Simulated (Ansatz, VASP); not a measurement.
# LiF: VASP beside Ansatz

```
Li F
1.0
     0.00000    2.18257    2.18257
     2.18257    0.00000    2.18257
     2.18257    2.18257    0.00000
Li F
1 1
Cartesian
  0.0000 0.0000 0.0000
  1.0913 1.0913 1.0913
```

Alike in both runs: task electric field gradients; functional LDA; k mesh 16 × 16 × 16; occupations fermi-dirac, width 0.03 eV; no spin polarisation.

|  | VASP | Ansatz |
| --- | --- | --- |
| version | VASP 6.6.1 | Ansatz 0.2.0 |
| potentials or method | VASP PAW LDA potentials, release 64 (Li_sv, F) | PAW with Ansatz's default frozen-core files, scalar-relativistic |
| plane-wave cutoff (eV) | 520 | 420 |
| valence electrons in the cell | 10 | 10 |

Ansatz gave:

- gap on the k mesh at the Fermi level (eV): 7.34

Question: Estimate VASP's values.

Answer: gap on the k mesh at the Fermi level (eV): 7.32.

LDA's correlation is that of Perdew and Zunger in VASP and of Perdew and Wang (1992) in Ansatz.

Noted on VASP's run: the cutoff is short for stress, so the pressure is rough.
